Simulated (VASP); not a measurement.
The system is Re.

```xyz
2
Lattice="2.7392 0.0000 0.0000 -1.3696 2.3722 0.0000 0.0000 0.0000 4.4119" Properties=species:S:1:pos:R:3 pbc="T T T"
Re    0.0000    1.5815    1.1030
Re    1.3696    0.7907    3.3089
```

Base run:

```yaml
Program: VASP 6.6.1
Functional: LDA
Potentials_or_basis: VASP PAW LDA potentials, release 64 (Re_sv_GW)
Cutoff: 560 eV
k_mesh: 13 × 13 × 7
Occupations: fermi-dirac, width 0.1 eV
Spin: no spin polarisation
```

Its results: band gap on the k mesh zero (bands 15 and 16 overlap by 3.05 eV); pressure 0.0 GPa.

Task: After a change of settings the same cell gave: band gap on the k mesh zero (bands 15 and 16 overlap by 3.08 eV); pressure 0.9 GPa. Which change was it?
A. occupations from fermi-dirac, width 0.1 eV to methfessel-paxton, width 1 eV
B. k mesh from 13 × 13 × 7 to 11 × 11 × 6
C. k mesh from 13 × 13 × 7 to 6 × 6 × 4

Result: C.

Caveats: some runs use coarse meshes; spin-orbit coupling is left out, which moves the levels of the heavy elements.
